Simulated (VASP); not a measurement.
A run of VASP 6.6.1:

INCAR

```
SYSTEM = Cr
ALGO = Normal ; EDIFF = 1E-7
ENCUT = 520 ; GGA = CA
ISIF = 2 ; ISMEAR = 0
ISPIN = 2 ; LASPH = .True.
LCHARG = .False. ; LMAXMIX = 4
LORBIT = 11 ; LREAL = .False.
LWAVE = .False. ; MAGMOM = 2 2
NBANDS = 23 ; NELM = 150
PREC = Accurate ; SIGMA = 0.05
```

The input KPOINTS:

```
k-points
0
Gamma
  16 16 10
  0 0 0
```

The input POSCAR:

```
Cr
1.0
    1.3942323889     -1.3942323889      1.3942323889
   -1.3942323889      1.3942323889      1.3942323889
   -2.7884647778     -2.7884647778      0.0000000000
Cr
2
Direct
    0.0000000000      0.0000000000      0.0000000000
    0.5000000000      0.5000000000      0.5000000000
```

Potentials or basis: VASP PAW LDA potentials, release 64 (Cr_pv).

Run with:

```bash
$ cat potpaw_LDA.64/Cr_pv/POTCAR > POTCAR
$ mpirun -np 1 vasp_std > vasp.out
```

Hardware: 1 thread of Intel(R) Xeon(R) 6975P-C (Granite Rapids) (shared host).

Q: How long does it take, and how much memory?

A: Wall time 2.3 min on 1 thread of Intel(R) Xeon(R) 6975P-C (Granite Rapids), with other jobs on the host, peak memory 0.37 GiB. Counts: scf iterations 14, k points 438.
